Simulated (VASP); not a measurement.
# Zn (a cell with a defect) in VASP: a series of runs

Zn (a cell with a defect) is run at these levels: PBE+D3(BJ); tasks: single point.

Program: VASP 6.6.1. These are calculated values, not measurements. Logs are shortened: lines on timing, memory, paths and dates and some standing lists are left out, and cuts for length are marked.

## 1. The cell of the first run

The cell holds a defect, 13 atoms: a = 5.320 Å, b = 7.980 Å, c = 4.937 Å, α = 90.00°, β = 90.00°, γ = 120.00°.

## 2. Single point, PBE+D3(BJ)

File INCAR:

```
SYSTEM = Zn
ALGO = Normal
EDIFF = 1E-6
ENCUT = 520
GGA = PE
ISIF = 2
ISMEAR = -1
IVDW = 12
LASPH = .TRUE.
LCHARG = .TRUE.
LELF = .TRUE.
LREAL = .FALSE.
LVHAR = .TRUE.
LWAVE = .FALSE.
NBANDS = 90
NELM = 80
PREC = Accurate
SIGMA = 0.1
```

File KPOINTS:

```
k-points
0
G
  2 2 2
  0 0 0
```

File POSCAR:

```
Zn
1.0
    5.3200000000      0.0000000000      0.0000000000
   -3.9900000000      6.9108830000      0.0000000000
    0.0000000000      0.0000000000      4.9369600000
Zn
13
Direct
    0.3201382424     -0.0857054012      0.0737498380
    0.0353578183      0.2018555371      0.5327772556
    0.1430790243      0.1848823081      0.0623460591
    0.1231335548      0.6831254414      0.5489207934
   -0.1333407480      0.6150444162      0.1487960202
    0.0587353232      0.9233262956      0.4600401867
    0.7880375321     -0.1465514609      0.0149687257
    0.6361683329      0.2241392308      0.3870397978
    0.5761164379      0.4732680325     -0.2595524371
    0.4085615596      0.5307136584      0.3330592105
    0.2030605833      0.5490181211     -0.1238819030
    0.6154065626      0.9489380735      0.5607094244
    0.7218359130      0.2337762049      0.9190676044
```

Potentials or basis: VASP PAW PBE potentials, release 64 (Zn).

Command:

```sh
$ cat potpaw_PBE.64/Zn/POTCAR > POTCAR
$ mpirun -np 1 vasp_std > vasp.out
```

OUTCAR:

```text
SYSTEM = Zn
   EDIFF = 1E-6
   ENCUT = 520
   GGA = PE
   ISIF = 2
   ISMEAR = -1
   IVDW = 12
   LASPH = .TRUE.
   LREAL = .FALSE.
   NELM = 80
   PREC = Accurate
 IVDW          = 12

 ion  position               nearest neighbor table
   1  0.320  0.914  0.074-   6 2.38   5 2.43  13 2.49   7 2.64   8 2.68   3 2.75   7 2.78  12 2.81
                            11 2.83   4 2.84  12 2.92   4 3.05
   2  0.035  0.202  0.533-  12 2.14   6 2.32   8 2.33   3 2.41  10 2.57  13 2.63   3 2.69   9 2.79
                            11 2.98
   3  0.143  0.185  0.062-   7 2.37   2 2.41  13 2.56   2 2.69   6 2.73  10 2.74   1 2.75   9 2.80
                            11 2.91   8 2.95  13 2.99
   4  0.123  0.683  0.549-  11 2.10   6 2.15   5 2.31  12 2.41  10 2.60   9 2.70   1 2.84   1 3.05

   5  0.867  0.615  0.149-   7 2.24   4 2.31  10 2.36   1 2.43   9 2.45  11 2.50   6 2.64  13 2.97
                             8 2.97
   6  0.059  0.923  0.460-   4 2.15   2 2.32   1 2.38  12 2.52   7 2.53   5 2.64   3 2.73   8 2.82
                            12 2.91   7 3.01
   7  0.788  0.853  0.015-   5 2.24   3 2.37   6 2.53   1 2.64  12 2.67   1 2.78  10 2.82  11 2.91
                             9 2.98   6 3.01
   8  0.636  0.224  0.387-  12 2.31   2 2.33  13 2.35  13 2.66   1 2.68   9 2.78   6 2.82   3 2.95
                             5 2.97
   9  0.576  0.473  0.740-  10 2.34  11 2.44   5 2.45  13 2.55   4 2.70   8 2.78   2 2.79   3 2.80
                             7 2.98
  10  0.409  0.531  0.333-   9 2.34   5 2.36  11 2.54   2 2.57   4 2.60   3 2.74   7 2.82  11 2.93

  11  0.203  0.549  0.876-   4 2.10   9 2.44   5 2.50  10 2.54  13 2.55   1 2.83   3 2.91   7 2.91
                            10 2.93   2 2.98
  12  0.615  0.949  0.561-   2 2.14   8 2.31   4 2.41   6 2.52   7 2.67  13 2.71   1 2.81   6 2.91
                             1 2.92
  13  0.722  0.234  0.919-   8 2.35   1 2.49  11 2.55   9 2.55   3 2.56   2 2.63   8 2.66  12 2.71
                             5 2.97   3 2.99

  LATTYP: Found a simple monoclinic cell.
 ALAT       =     5.3200000000
 B/A-ratio  =     0.9280000000
 C/A-ratio  =     1.3228757068
 COS(beta)  =    -0.1889822292

  Lattice vectors:

 A1 = (   5.3200000000,   0.0000000000,   0.0000000000)
 A2 = (   0.0000000000,   0.0000000000,   4.9369600000)
 A3 = (  -1.3300000000,  -6.9108830000,   0.0000000000)

Analysis of symmetry for initial positions (statically):
=====================================================================
 Subroutine PRICEL returns:
 Original cell was already a primitive cell.

 Routine SETGRP: Setting up the symmetry group for a
 simple monoclinic supercell.

 Subroutine GETGRP returns: Found  1 space group operations
 (whereof  1 operations were pure point group operations)
 out of a pool of  4 trial point group operations.

The static configuration has the point symmetry C_1 .

Analysis of symmetry for dynamics (positions and initial velocities):
=====================================================================
 Subroutine PRICEL returns:
 Original cell was already a primitive cell.

 Routine SETGRP: Setting up the symmetry group for a
 simple monoclinic supercell.

 Subroutine GETGRP returns: Found  1 space group operations
 (whereof  1 operations were pure point group operations)
 out of a pool of  4 trial point group operations.

The dynamic configuration has the point symmetry C_1 .

 Subroutine INISYM returns: Found  1 space group operations
 (whereof  1 operations are pure point group operations),
 and found     1 'primitive' translations

----------------------------------------------------------------------------------------

                                     Primitive cell

  volume of cell :     181.5118

  direct lattice vectors                    reciprocal lattice vectors
     5.320000000  0.000000000  0.000000000     0.187969925  0.108524482  0.000000000
    -3.990000000  6.910883000  0.000000000     0.000000000  0.144699310  0.000000000
     0.000000000  0.000000000  4.936960000     0.000000000  0.000000000  0.202553798

  length of vectors
     5.320000000  7.980000241  4.936960000     0.217048971  0.144699310  0.202553798

  position of ions in fractional coordinates (direct lattice)
     0.320138242  0.914294599  0.073749838
     0.035357818  0.201855537  0.532777256
     0.143079024  0.184882308  0.062346059
     0.123133555  0.683125441  0.548920793
     0.866659252  0.615044416  0.148796020
     0.058735323  0.923326296  0.460040187
     0.788037532  0.853448539  0.014968726
     0.636168333  0.224139231  0.387039798
     0.576116438  0.473268033  0.740447563
     0.408561560  0.530713658  0.333059210
     0.203060583  0.549018121  0.876118097
     0.615406563  0.948938074  0.560709424
     0.721835913  0.233776205  0.919067604

  ion indices of the primitive-cell ions
   primitive index   ion index
                 1           1
                 2           2
                 3           3
                 4           4
                 5           5
                 6           6
                 7           7
                 8           8
                 9           9
                10          10
                11          11
                12          12
                13          13

----------------------------------------------------------------------------------------

 KPOINTS: k-points

Automatic generation of k-mesh.
 Grid dimensions read from file:
 generate k-points for:    2    2    2

 Generating k-lattice:

  Cartesian coordinates                     Fractional coordinates (reciprocal lattice)
     0.093984962  0.054262241  0.000000000     0.500000000  0.000000000  0.000000000
     0.000000000  0.072349655  0.000000000     0.000000000  0.500000000  0.000000000
     0.000000000  0.000000000  0.101276899     0.000000000  0.000000000  0.500000000

  Length of vectors
     0.108524486  0.072349655  0.101276899

  Shift w.r.t. Gamma in fractional coordinates (k-lattice)
     0.000000000  0.000000000  0.000000000

 Subroutine IBZKPT returns following result:
 ===========================================

 Found      8 irreducible k-points:

 Following reciprocal coordinates:
            Coordinates               Weight
  0.000000  0.000000  0.000000      1.000000
  0.500000  0.000000  0.000000      1.000000
  0.000000  0.500000  0.000000      1.000000
  0.500000  0.500000  0.000000      1.000000
  0.000000  0.000000  0.500000      1.000000
  0.500000  0.000000  0.500000      1.000000
  0.000000  0.500000  0.500000      1.000000
  0.500000  0.500000  0.500000      1.000000
   k-points           NKPTS =      8   k-points in BZ     NKDIM =      8   number of bands    NBANDS=     90
   number of dos      NEDOS =    301   number of ions     NIONS =     13
   total plane-waves  NPLWV =  96000
   dimension x,y,z NGX =    40 NGY =   60 NGZ =   40
   dimension x,y,z NGXF=    80 NGYF=  120 NGZF=   80
   ions per type =              13
   NGX,Y,Z   is equivalent  to a cutoff of  12.50, 12.50, 13.47 a.u.
   NGXF,Y,Z  is equivalent  to a cutoff of  25.00, 25.00, 26.94 a.u.
 SYSTEM =  Zn
   PREC   = accura    normal or accurate (medium, high low for compatibility)
   ISTART =      0    job   : 0-new  1-cont  2-samecut
   ICHARG =      2    charge: 1-file 2-atom 10-const
   ISPIN  =      1    spin polarized calculation?
   LNONCOLLINEAR =      F non collinear calculations
   LSORBIT =      F    spin-orbit coupling
   LASPH  =      T    aspherical Exc in radial PAW
   ENCUT  =  520.0 eV  38.22 Ry    6.18 a.u.   9.89 14.84  9.18*2*pi/ulx,y,z
   NELM   =     80;   NELMIN=  2; NELMDL= -5     # of ELM steps
   EDIFF  = 0.1E-05   stopping-criterion for ELM
   LREAL  =      F    real-space projection
   EDIFFG = 0.1E-04   stopping-criterion for IOM
   NSW    =      0    number of steps for IOM
   IBRION =     -1    ionic relax: 0-MD 1-quasi-New 2-CG
   NFREE  =      0    steps in history (QN), initial steepest desc. (CG)
   ISIF   =      2    stress and relaxation
   ISYM   =      2    0-nonsym 1-usesym 2-fastsym
   POTIM  = 0.5000    time-step for ionic-motion
   TEBEG  =    0.0;   TEEND  =   0.0 temperature during run
   PSTRESS=    0.0 pullay stress
   NELECT =     156.0000    total number of electrons
   NUPDOWN=      -1.0000    fix difference up-down
   EMIN   =  10.00;   EMAX   =-10.00  energy-range for DOS
   EFERMI =   0.00;   METHOD = LEGACY
   ISMEAR =    -1;   SIGMA  =   0.10  broadening in eV -4-tet -1-fermi 0-gaus
   EFERMI_NEDOS =   21; number of points for ismear=-14 and -15
   IALGO  =     38    algorithm
   IMIX   =      4    mixing-type and parameters
     AMIX     =   0.40;   BMIX     =  1.00
     AMIX_MAG =   1.60;   BMIX_MAG =  1.00
  volume/ion in A,a.u.               =      13.96        94.22
  Fermi-wavevector in a.u.,A,eV,Ry     =   1.556496  2.941352 32.962574  2.422681
  Thomas-Fermi vector in A             =   2.660284
   LORBIT       =      0    0 simple, 1 ext, 2 COOP (PROOUT), +10 PAW based schemes
   GGA     = PE    functional components
   LHFCALC =     F    Hartree Fock is set to
   AEXX    =    0.0000 exact exchange contribution
   IVDW    =    12    specifies the selected vdW correction
   LEPSILON=     F    determine dielectric tensor
   LRPA    =     F    only Hartree local field effects (RPA)
 non-spin polarized calculation
  energy-cutoff  :      520.00
  volume of cell :      181.51
 maximum number of plane-waves:      4912
 NGX is ok and might be reduce to    40
   NGX = 19   NGY = 29   NGZ = 19

 number of electron     156.0000012 magnetization

 Free energy of the ion-electron system (eV)
  ---------------------------------------------------
  ext. energy  EPLUGINS =         0.00000000
  ---------------------------------------------------
  free energy    TOTEN  =       -10.12459878 eV

  energy without entropy =       -9.98848757  energy(sigma->0) =      -10.05654318

 E-fermi :   3.3842     XC(G=0): -11.9332

 val. band max:        3.3637368175   @ k =   0.0000   0.5000   0.5000
 cond. band min:       3.3934605716   @ k =   0.5000   0.0000   0.0000
 fundamental gap:      0.0297237542
 Fermi energy:         3.3842197427

 k-point     1 :       0.0000    0.0000    0.0000
  band No.  band energies     occupation
      1      -7.5885      2.00000
      2      -5.8591      2.00000
      3      -5.6553      2.00000
      4      -5.5671      2.00000
      5      -5.4604      2.00000
      6      -5.4360      2.00000
[... 82 lines left out ...]
     89       7.5545      0.00000
     90       7.9415      0.00000

 k-point     2 :       0.5000    0.0000    0.0000
  band No.  band energies     occupation
      1      -6.4408      2.00000
      2      -6.0072      2.00000
      3      -5.7340      2.00000
      4      -5.4888      2.00000
      5      -5.4630      2.00000
      6      -5.3487      2.00000
[... 547 lines left out ...]
     89       8.8888      0.00000
     90       9.7479      0.00000

 k-point     8 :       0.5000    0.5000    0.5000
  band No.  band energies     occupation
      1      -6.1641      2.00000
      2      -5.8207      2.00000
      3      -5.5104      2.00000
      4      -5.4502      2.00000
      5      -5.4385      2.00000
      6      -5.3411      2.00000
[... 82 lines left out ...]
     89       8.9492      0.00000
     90       9.5575      0.00000

------------------------ aborting loop because EDIFF is reached ----------------------------------------

 Edisp (eV)   -5.72207

 E8    (eV) :    -2.4121

  FORCE on cell =-STRESS in cart. coord.  units (eV):
  Direction    XX          YY          ZZ          XY          YZ          ZX
  --------------------------------------------------------------------------------------
  -------------------------------------------------------------------------------------
  Total      14.37408    20.86638    21.80975    -0.34777    -5.86234     6.35609
  in kB     126.87783   184.18446   192.51144    -3.06970   -51.74603    56.10423
  external pressure =      167.86 kB  Pullay stress =        0.00 kB

 VOLUME and BASIS-vectors are now :
 -----------------------------------------------------------------------------
  energy-cutoff  :      520.00
  volume of cell :      181.51
      direct lattice vectors                 reciprocal lattice vectors
     5.320000000  0.000000000  0.000000000     0.187969925  0.108524482  0.000000000
    -3.990000000  6.910883000  0.000000000     0.000000000  0.144699310  0.000000000
     0.000000000  0.000000000  4.936960000     0.000000000  0.000000000  0.202553798

 POSITION                                       TOTAL-FORCE (eV/Angst)
 -----------------------------------------------------------------------------------
     -1.94490      6.31858      0.36410         1.135866      0.215417     -1.175651
     -0.61730      1.39500      2.63030         2.211315      3.293355      1.333959
      0.02350      1.27770      0.30780         0.857224      1.033634     -0.580518
     -2.07060      4.72100      2.71000         0.092547     -0.882201     -0.863661
      2.15660      4.25050      0.73460         0.958371     -2.274446     -0.325944
     -3.37160      6.38100      2.27120        -1.107751      1.377712      0.501915
      0.78710      5.89808      0.07390        -1.867730      0.252925     -1.278899
      2.49010      1.54900      1.91080        -2.180781      1.529542      0.070186
      1.17660      3.27070      3.65556         0.686821     -0.289053      0.224613
      0.05600      3.66770      1.64430        -1.049950      0.110557     -0.367659
     -1.11030      3.79420      4.32536         1.653713     -1.293654      2.330847
     -0.51230      6.55800      2.76820        -1.191512     -3.124082      0.995778
      2.90740      1.61560      4.53740        -0.198132      0.050294     -0.864966
 -----------------------------------------------------------------------------------
    total drift:                                0.000187     -0.000815      0.001251

  FREE ENERGIE OF THE ION-ELECTRON SYSTEM (eV)
  ---------------------------------------------------
  free  energy   TOTEN  =       -15.8466656436 eV

  energy  without entropy=      -15.7105544324  energy(sigma->0) =      -15.77861004
```

Run time: 4.5 min. Hardware: 1 thread of AMD EPYC, shared host; peak memory 0.3 GiB.

Results:

```yaml
Free_energy: -15.8467 eV
Pressure: 16.8 GPa
Largest_force: 4.185 eV/Å
Band_gap_on_the_k_mesh: zero (band 78 reaches 6.16 eV, above the bottom of band 79 at 2.85 eV)
Dispersion_energy_per_atom: -0.440 eV
```

Forces on the atoms (eV/Å):
```
Zn   1.136  0.215 -1.176
Zn   2.211  3.293  1.334
Zn   0.857  1.034 -0.581
Zn   0.093 -0.882 -0.864
Zn   0.958 -2.274 -0.326
Zn  -1.108  1.378  0.502
Zn  -1.868  0.253 -1.279
Zn  -2.181  1.530  0.070
Zn   0.687 -0.289  0.225
Zn  -1.050  0.111 -0.368
Zn   1.654 -1.294  2.331
Zn  -1.192 -3.124  0.996
Zn  -0.198  0.050 -0.865
```

Stress tensor (GPa, compression positive):
```
12.69 -0.31  5.61
-0.31 18.42 -5.17
 5.61 -5.17 19.25
```

Levels at points of the mesh, in eV from the Fermi level:
```
           k point  band 73  band 74  band 75  band 76  band 77  band 78  band 79  band 80  band 81  band 82
(0.00, 0.00, 0.00)    -3.02    -2.55    -1.02    -0.97    -0.41     0.03     0.17     1.45     1.72     1.97
(0.50, 0.00, 0.00)    -2.02    -1.86    -1.76    -1.51    -1.16    -0.62    -0.16     0.01     0.53     2.32
(0.00, 0.50, 0.00)    -2.93    -2.52    -2.38    -1.96    -1.85     0.03     0.78     1.42     1.96     2.06
(0.50, 0.50, 0.00)    -2.39    -2.12    -1.88    -0.97    -0.04     0.58     1.08     1.45     1.92     1.99
(0.00, 0.00, 0.50)    -2.86    -2.60    -2.33    -1.85    -1.48    -0.75    -0.04     1.31     1.91     2.51
(0.50, 0.00, 0.50)    -5.24    -1.41    -1.13    -0.69    -0.35     0.72     1.41     1.66     2.06     3.14
(0.00, 0.50, 0.50)    -2.54    -1.99    -1.73    -1.33    -1.07    -0.72    -0.53    -0.37    -0.02     1.14
(0.50, 0.50, 0.50)    -4.11    -3.03    -2.93    -2.87    -2.52     2.77     3.54     3.92     4.04     4.27
```

Caveat: the k points lie up to 0.68 Å⁻¹ apart.

## 3. Single point, PBE+D3(BJ)

File INCAR:

```
SYSTEM = Zn
  ALGO = Normal
  EDIFF = 1E-6
  ENCUT = 520
  GGA = PE
  ISIF = 2
  ISMEAR = -1
  IVDW = 12
  LASPH = .TRUE.
  LCHARG = .FALSE.
  LREAL = .FALSE.
  LWAVE = .FALSE.
  NBANDS = 90
  NELM = 60
  PREC = Accurate
  SIGMA = 0.1
```

KPOINTS is that of step 2.

File POSCAR:

```
Zn
1.0
    5.3200000000      0.0000000000      0.0000000000
   -3.9900000000      6.9108830000      0.0000000000
    0.0000000000      0.0000000000      4.9369600000
Zn
13
Direct
    0.4015361091     -0.0732902004      0.1109184599
    0.0507693489      0.2829305604      0.4919424099
    0.0556128502      0.1194637501     -0.0052056326
    0.1747940170      0.6619559324      0.6889259787
   -0.2605628818      0.5464424734      0.1628735092
   -0.0079322656      0.8482707637      0.3754739759
    0.9383623937     -0.1591258310     -0.1696388061
    0.4227448983      0.2081210172      0.3130468953
    0.5115532019      0.4434744446     -0.3203995981
    0.5408155218      0.7270272120      0.3959319095
    0.2509073414      0.4391045254      0.0376952619
    0.6563325652      1.0099722423      0.6284839253
    0.7613678888      0.2814980372      0.9480125421
```

Potentials or basis: VASP PAW PBE potentials, release 64 (Zn).

Command:

```sh
$ cat potpaw_PBE.64/Zn/POTCAR > POTCAR
$ mpirun -np 1 vasp_std > vasp.out
```

Run time: 4.5 min. Hardware: 1 thread of AMD EPYC, shared host; peak memory 0.3 GiB.

Results (log left out):

- Free energy: -15.3875 eV
- Pressure: 19.7 GPa
- Largest force: 3.524 eV/Å
- Band gap on the k mesh: zero (band 78 reaches 6.11 eV, above the bottom of band 79 at 2.51 eV)
- Dispersion energy per atom: -0.440 eV

Forces in eV/Å, atoms in the order of the input:
```
Zn   1.155 -0.317 -1.171
Zn  -0.854  1.012 -0.632
Zn  -0.754 -0.038  0.342
Zn  -0.687 -0.844  1.045
Zn   1.306 -0.036 -0.306
Zn   2.638  2.202 -0.780
Zn  -0.155 -2.400  0.539
Zn   0.796  0.120  1.851
Zn   2.110  0.797 -0.968
Zn  -2.221 -1.887 -0.975
Zn  -1.120  2.579  1.523
Zn  -1.323 -0.904  0.634
Zn  -0.892 -0.285 -1.102
```

Stress tensor (GPa, compression positive):
```
19.26  4.96 -3.50
 4.96 21.59  3.36
-3.50  3.36 18.20
```

Levels at points of the mesh, in eV from the Fermi level:
```csv
k point,band 73,band 74,band 75,band 76,band 77,band 78,band 79,band 80,band 81,band 82
"(0.00, 0.00, 0.00)",-2.97,-2.48,-1.44,-1.00,-0.07,0.06,0.51,1.06,1.45,1.89
"(0.50, 0.00, 0.00)",-1.95,-1.90,-1.71,-1.31,-1.16,-1.09,-0.21,0.21,1.46,1.62
"(0.00, 0.50, 0.00)",-2.86,-2.63,-2.38,-2.26,-1.94,0.02,0.93,1.34,1.85,1.95
"(0.50, 0.50, 0.00)",-2.62,-1.99,-1.55,-0.54,-0.13,0.29,0.47,1.50,1.92,2.03
"(0.00, 0.00, 0.50)",-2.95,-2.51,-2.34,-1.63,-1.13,-0.72,-0.42,1.50,1.74,2.75
"(0.50, 0.00, 0.50)",-4.89,-1.94,-1.14,-0.86,-0.22,0.75,1.30,2.34,2.62,3.09
"(0.00, 0.50, 0.50)",-2.52,-1.81,-1.44,-1.14,-1.00,-0.90,-0.85,-0.49,-0.13,1.54
"(0.50, 0.50, 0.50)",-4.43,-2.98,-2.76,-2.69,-2.21,2.75,2.98,3.31,3.80,4.20
```

Caveat: the k points lie up to 0.68 Å⁻¹ apart.
